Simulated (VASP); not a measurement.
# Ga15As16Pb (a cell with a defect) in VASP: single point with PBE

Aim: the single point of Ga15As16Pb (a cell with a defect) with PBE.

Everything below comes from runs of VASP 6.6.1. Logs are shortened: lines on timing, memory, paths and dates and some standing lists are left out, and cuts for length are marked.

## Step 1: The cell of the first run

The cell holds a defect, 32 atoms: a = 9.952 Å, b = 9.952 Å, c = 9.952 Å, α = 109.47°, β = 109.47°, γ = 109.47°.

## Step 2: Single point, PBE

INCAR

```
  PREC = Accurate
  ENCUT = 400
  EDIFF = 1E-6
  ISMEAR = 0
  SIGMA = 0.05
  LREAL = Auto
  LASPH = True
  NELM = 120
  ALGO = Normal
  ISIF = 2
  LWAVE = False
  LCHARG = False
  GGA = PE
  NBANDS = 166
  GGA_COMPAT = False
```

KPOINTS

```
regular mesh
0
Gamma
  3 3 3
```

POSCAR

```
Ga15As16Pb
1.0
   -5.7459815093     -5.7459815093      5.7459815093
    5.7459815093      5.7459815093      5.7459815093
   -5.7459815093      5.7459815093     -5.7459815093
Pb Ga As
1 15 16
Direct
    0.2500000000      0.5000000000      0.2500000000
    0.5025540250      0.5000000000     -0.0043103743
    0.2500000000      0.7525540250     -0.0043103743
    0.7500000000      0.5000000000      0.7500000000
    0.5043103743      0.7543103743      0.7568643993
    0.2500000000      0.0000000000      0.7500000000
   -0.0043103743      0.5000000000      0.5025540250
    0.7568643993      0.7543103743      0.5043103743
    0.5043103743      0.0068643993      0.5043103743
    0.2500000000      0.2456896257      0.5025540250
   -0.0043103743      0.7525540250      0.2500000000
    0.7500000000      0.0000000000      0.2500000000
    0.5025540250      0.2456896257      0.2500000000
   -0.0025540250     -0.0068643993     -0.0025540250
    0.7431356007      0.2474459750     -0.0025540250
   -0.0025540250      0.2474459750      0.7431356007
   -0.0251737810      0.2248262190     -0.0251737810
    0.2500000000      0.2486376536      0.7518536571
   -0.0013623464      0.5000000000      0.7518536571
    0.5013623464      0.2532160035      0.5013623464
    0.2500000000      0.5000000000      0.5251737810
    0.0032160035      0.7513623464      0.5013623464
    0.7518536571      0.2486376536      0.2500000000
    0.5251737810      0.5000000000      0.2500000000
    0.2500000000      0.7751737810      0.2500000000
   -0.0013623464      0.0018536571      0.2500000000
    0.7518536571      0.5000000000     -0.0013623464
    0.5013623464      0.7513623464      0.0032160035
    0.2500000000      0.0018536571     -0.0013623464
    0.7481463429      0.7467839965      0.7481463429
    0.4967839965     -0.0018536571      0.7481463429
    0.7481463429     -0.0018536571      0.4967839965
```

Potentials or basis: VASP PAW PBE potentials, release 64 (Pb_d, Ga_d, As).

Launch:

```console
$ cat potpaw_PBE.64/Pb_d/POTCAR potpaw_PBE.64/Ga_d/POTCAR potpaw_PBE.64/As/POTCAR > POTCAR
$ mpirun -np 1 vasp_std > vasp.out
```

OUTCAR:

```text
PREC = Accurate
   ENCUT = 400
   EDIFF = 1E-6
   ISMEAR = 0
   LREAL = Auto
   LASPH = True
   NELM = 120
   ISIF = 2
   GGA = PE

 ion  position               nearest neighbor table
   1  0.250  0.500  0.250-  17 2.74  21 2.74  24 2.74  25 2.74
   2  0.503  0.500  0.996-  24 2.47  27 2.47  18 2.48  28 2.48
   3  0.250  0.753  0.996-  25 2.47  29 2.47  28 2.48  19 2.48
   4  0.750  0.500  0.750-  19 2.47  20 2.47  27 2.47  30 2.47
   5  0.504  0.754  0.757-  21 2.47  28 2.47  30 2.48  31 2.48
   6  0.250  0.000  0.750-  18 2.47  22 2.47  29 2.47  31 2.47
[... 24 lines left out ...]
  31  0.497  0.998  0.748-   6 2.47  15 2.47   9 2.48   5 2.48
  32  0.748  0.998  0.497-  12 2.47  16 2.47   8 2.48   9 2.48

  LATTYP: Found a body centered cubic cell.
 ALAT       =    11.4919630186

  Lattice vectors:

 A1 = (  -5.7459815093,  -5.7459815093,   5.7459815093)
 A2 = (   5.7459815093,   5.7459815093,   5.7459815093)
 A3 = (  -5.7459815093,   5.7459815093,  -5.7459815093)

Analysis of symmetry for initial positions (statically):
=====================================================================
 Subroutine PRICEL returns:
 Original cell was already a primitive cell.

 Routine SETGRP: Setting up the symmetry group for a
 body centered cubic supercell.

 Subroutine GETGRP returns: Found 24 space group operations
 (whereof  2 operations were pure point group operations)
 out of a pool of 48 trial point group operations.

The static configuration has the point symmetry C_1h.
 The point group associated with its full space group is T_d .

Analysis of symmetry for dynamics (positions and initial velocities):
=====================================================================
 Subroutine PRICEL returns:
 Original cell was already a primitive cell.

 Routine SETGRP: Setting up the symmetry group for a
 body centered cubic supercell.

 Subroutine GETGRP returns: Found 24 space group operations
 (whereof  2 operations were pure point group operations)
 out of a pool of 48 trial point group operations.

The dynamic configuration has the point symmetry C_1h.
 The point group associated with its full space group is T_d .

 Subroutine INISYM returns: Found 24 space group operations
 (whereof  2 operations are pure point group operations),
 and found     1 'primitive' translations

----------------------------------------------------------------------------------------

                                     Primitive cell

  volume of cell :     758.8443

  direct lattice vectors                    reciprocal lattice vectors
    -5.745981509 -5.745981509  5.745981509    -0.087017335  0.000000000  0.087017335
     5.745981509  5.745981509  5.745981509     0.000000000  0.087017335  0.087017335
    -5.745981509  5.745981509 -5.745981509    -0.087017335  0.087017335  0.000000000

  length of vectors
     9.952331913  9.952331913  9.952331913     0.123061096  0.123061096  0.123061096

  position of ions in fractional coordinates (direct lattice)
     0.250000000  0.500000000  0.250000000
     0.502554025  0.500000000  0.995689626
     0.250000000  0.752554025  0.995689626
     0.750000000  0.500000000  0.750000000
     0.504310374  0.754310374  0.756864399
     0.250000000  0.000000000  0.750000000
[... 24 lines left out ...]
     0.496783996  0.998146343  0.748146343
     0.748146343  0.998146343  0.496783996

  ion indices of the primitive-cell ions
   primitive index   ion index
                 1           1
                 2           2
                 3           3
                 4           4
                 5           5
                 6           6
[... 24 lines left out ...]
                31          31
                32          32

----------------------------------------------------------------------------------------

 KPOINTS: regular mesh

Automatic generation of k-mesh.
 Grid dimensions read from file:
 generate k-points for:    3    3    3

 Generating k-lattice:

  Cartesian coordinates                     Fractional coordinates (reciprocal lattice)
    -0.029005778  0.000000000  0.029005778     0.333333333  0.000000000  0.000000000
     0.000000000  0.029005778  0.029005778     0.000000000  0.333333333  0.000000000
    -0.029005778  0.029005778  0.000000000     0.000000000  0.000000000  0.333333333

  Length of vectors
     0.041020365  0.041020365  0.041020365

  Shift w.r.t. Gamma in fractional coordinates (k-lattice)
     0.000000000  0.000000000  0.000000000

 Subroutine IBZKPT returns following result:
 ===========================================

 Found      4 irreducible k-points:

 Following reciprocal coordinates:
            Coordinates               Weight
  0.000000  0.000000  0.000000      1.000000
  0.333333  0.000000  0.000000     12.000000
  0.333333  0.333333  0.000000      8.000000
 -0.333333  0.333333  0.333333      6.000000
   k-points           NKPTS =      4   k-points in BZ     NKDIM =      4   number of bands    NBANDS=    166
   number of dos      NEDOS =    301   number of ions     NIONS =     32
   total plane-waves  NPLWV = 343000
   dimension x,y,z NGX =    70 NGY =   70 NGZ =   70
   dimension x,y,z NGXF=   140 NGYF=  140 NGZF=  140
   ions per type =               1  15  16
   NGX,Y,Z   is equivalent  to a cutoff of  11.69, 11.69, 11.69 a.u.
   NGXF,Y,Z  is equivalent  to a cutoff of  23.39, 23.39, 23.39 a.u.
 SYSTEM =  unknown system
   PREC   = accura    normal or accurate (medium, high low for compatibility)
   ISTART =      0    job   : 0-new  1-cont  2-samecut
   ICHARG =      2    charge: 1-file 2-atom 10-const
   ISPIN  =      1    spin polarized calculation?
   LNONCOLLINEAR =      F non collinear calculations
   LSORBIT =      F    spin-orbit coupling
   LASPH  =      T    aspherical Exc in radial PAW
   ENCUT  =  400.0 eV  29.40 Ry    5.42 a.u.  16.23 16.23 16.23*2*pi/ulx,y,z
   NELM   =    120;   NELMIN=  2; NELMDL= -5     # of ELM steps
   EDIFF  = 0.1E-05   stopping-criterion for ELM
   LREAL  =      T    real-space projection
   EDIFFG = 0.1E-04   stopping-criterion for IOM
   NSW    =      0    number of steps for IOM
   IBRION =     -1    ionic relax: 0-MD 1-quasi-New 2-CG
   NFREE  =      0    steps in history (QN), initial steepest desc. (CG)
   ISIF   =      2    stress and relaxation
   ISYM   =      2    0-nonsym 1-usesym 2-fastsym
   POTIM  = 0.5000    time-step for ionic-motion
   TEBEG  =    0.0;   TEEND  =   0.0 temperature during run
   PSTRESS=    0.0 pullay stress
   NELECT =     289.0000    total number of electrons
   NUPDOWN=      -1.0000    fix difference up-down
   EMIN   =  10.00;   EMAX   =-10.00  energy-range for DOS
   EFERMI =   0.00;   METHOD = LEGACY
   ISMEAR =     0;   SIGMA  =   0.05  broadening in eV -4-tet -1-fermi 0-gaus
   EFERMI_NEDOS =   21; number of points for ismear=-14 and -15
   IALGO  =     38    algorithm
   IMIX   =      4    mixing-type and parameters
     AMIX     =   0.40;   BMIX     =  1.00
     AMIX_MAG =   1.60;   BMIX_MAG =  1.00
  volume/ion in A,a.u.               =      23.71       160.03
  Fermi-wavevector in a.u.,A,eV,Ry     =   1.186652  2.242446 19.158935  1.408142
  Thomas-Fermi vector in A             =   2.322820
   LORBIT       =      0    0 simple, 1 ext, 2 COOP (PROOUT), +10 PAW based schemes
   GGA     = PE    functional components
   LHFCALC =     F    Hartree Fock is set to
   AEXX    =    0.0000 exact exchange contribution
   IVDW    =     0    specifies the selected vdW correction
   LEPSILON=     F    determine dielectric tensor
   LRPA    =     F    only Hartree local field effects (RPA)
 non-spin polarized calculation
 Gauss-broadening in eV      SIGMA  =   0.05
  energy-cutoff  :      400.00
  volume of cell :      758.84
 maximum number of plane-waves:     13811
 NGX is ok and might be reduce to    70
   NGX = 33   NGY = 33   NGZ = 33

 number of electron     288.9999986 magnetization

 Free energy of the ion-electron system (eV)
  ---------------------------------------------------
  ext. energy  EPLUGINS =         0.00000000
  ---------------------------------------------------
  free energy    TOTEN  =      -131.24760142 eV

  energy without entropy =     -131.24121687  energy(sigma->0) =     -131.24440915

 E-fermi :   4.5692     XC(G=0):  -9.4275

 val. band max:        4.5491437331   @ k =  -0.3333   0.3333   0.3333
 cond. band min:       4.5939772826   @ k =   0.0000   0.0000   0.0000
 fundamental gap:      0.0448335495
 Fermi energy:         4.5691873050

 k-point     1 :       0.0000    0.0000    0.0000
  band No.  band energies     occupation
      1     -12.9113      2.00000
      2     -12.9113      2.00000
      3     -12.9113      2.00000
      4     -12.8295      2.00000
      5     -12.8295      2.00000
      6     -11.1249      2.00000
[... 148 lines left out ...]
    155       6.1669      0.00000
    156       6.2742      0.00000

 k-point     2 :       0.3333    0.0000    0.0000
  band No.  band energies     occupation
      1     -12.9113      2.00000
      2     -12.9113      2.00000
      3     -12.9113      2.00000
      4     -12.8295      2.00000
      5     -12.8295      2.00000
      6     -11.1226      2.00000
[... 148 lines left out ...]
    155       6.1692      0.00000
    156       6.1837      0.00000

 k-point     3 :       0.3333    0.3333    0.0000
  band No.  band energies     occupation
      1     -12.9113      2.00000
      2     -12.9113      2.00000
      3     -12.9113      2.00000
      4     -12.8295      2.00000
      5     -12.8295      2.00000
      6     -11.1215      2.00000
[... 148 lines left out ...]
    155       6.0888      0.00000
    156       6.0986      0.00000

 k-point     4 :      -0.3333    0.3333    0.3333
  band No.  band energies     occupation
      1     -12.9113      2.00000
      2     -12.9113      2.00000
      3     -12.9113      2.00000
      4     -12.8295      2.00000
      5     -12.8295      2.00000
      6     -11.1180      2.00000
[... 148 lines left out ...]
    155       6.2938      0.00000
    156       6.5999      0.00000
 [bands above 156 left out]

------------------------ aborting loop because EDIFF is reached ----------------------------------------

  FORCE on cell =-STRESS in cart. coord.  units (eV):
  Direction    XX          YY          ZZ          XY          YZ          ZX
  --------------------------------------------------------------------------------------
  -------------------------------------------------------------------------------------
  Total        8.8970991      8.8970991      8.8970991      0.0000000      0.0000000      0.0000000
  in kB       18.7847901     18.7847901     18.7847901      0.0000000      0.0000000      0.0000000
  external PRESSURE =      18.7847901 kB  Pullay stress =       0.0000000 kB

 VOLUME and BASIS-vectors are now :
 -----------------------------------------------------------------------------
  energy-cutoff  :      400.00
  volume of cell :      758.84
      direct lattice vectors                 reciprocal lattice vectors
    -5.745981509 -5.745981509  5.745981509    -0.087017335  0.000000000  0.087017335
     5.745981509  5.745981509  5.745981509     0.000000000  0.087017335  0.087017335
    -5.745981509  5.745981509 -5.745981509    -0.087017335  0.087017335  0.000000000

 POSITION                                       TOTAL-FORCE (eV/Angst)
 -----------------------------------------------------------------------------------
      0.00000      2.87299      2.87299         0.000000      0.000000      0.000000
     -5.73589      5.70654      0.03944        -0.023811     -0.008410      0.008410
     -2.83355      8.60888      0.03944         0.008410      0.023811      0.008410
     -5.74598      2.87299      2.87299         0.000000      0.000000      0.000000
     -2.91243      5.78542      2.88308        -0.008410      0.008410     -0.023811
     -5.74598      2.87299     -2.87299         0.000000      0.000000      0.000000
[... 24 lines left out ...]
     -1.41802      7.17965      4.29101         0.007039      0.023223     -0.007039
     -1.41802      4.29101      7.17965         0.007039     -0.007039      0.023223
 -----------------------------------------------------------------------------------
    total drift:                                0.000028     -0.000028     -0.000043

  FREE ENERGIE OF THE ION-ELECTRON SYSTEM (eV)
  ---------------------------------------------------
  free  energy   TOTEN  =      -131.2476014218 eV

  energy  without entropy=     -131.2412168727  energy(sigma->0) =     -131.24440915
```

It took 14 min on 1 thread of Intel Xeon Platinum 8259CL at 2.50GHz (Skylake/Cascade Lake), shared host; peak memory 0.8 GiB.

Results:

* Free energy: -131.2476 eV
* Pressure: 1.9 GPa
* Largest force: 0.027 eV/Å
* Band gap on the k mesh: zero (an odd number of electrons rules out a gap without spin polarisation)

Forces in eV/Å, atoms in the order of the input:
```
Pb   0.000  0.000  0.000
Ga  -0.024 -0.008  0.008
Ga   0.008  0.024  0.008
Ga   0.000  0.000  0.000
Ga  -0.008  0.008 -0.024
Ga   0.000  0.000  0.000
Ga  -0.024  0.008 -0.008
Ga  -0.008 -0.024  0.008
Ga   0.024  0.008  0.008
Ga  -0.008  0.024 -0.008
Ga   0.008  0.008  0.024
Ga   0.000  0.000  0.000
Ga  -0.008 -0.008  0.024
Ga   0.024 -0.008 -0.008
Ga   0.008 -0.024 -0.008
Ga   0.008 -0.008 -0.024
As  -0.010  0.010  0.010
As  -0.007 -0.023 -0.007
As   0.023  0.007 -0.007
As  -0.023  0.007  0.007
As   0.010 -0.010  0.010
As  -0.007  0.023  0.007
As  -0.007 -0.007 -0.023
As   0.010  0.010 -0.010
As  -0.010 -0.010 -0.010
As   0.007  0.007 -0.023
As   0.023 -0.007  0.007
As  -0.007  0.007  0.023
As   0.007 -0.023  0.007
As  -0.023 -0.007 -0.007
As   0.007  0.023 -0.007
As   0.007 -0.007  0.023
```

Caveat: spin-orbit coupling is left out, which moves the levels of the heavy elements.
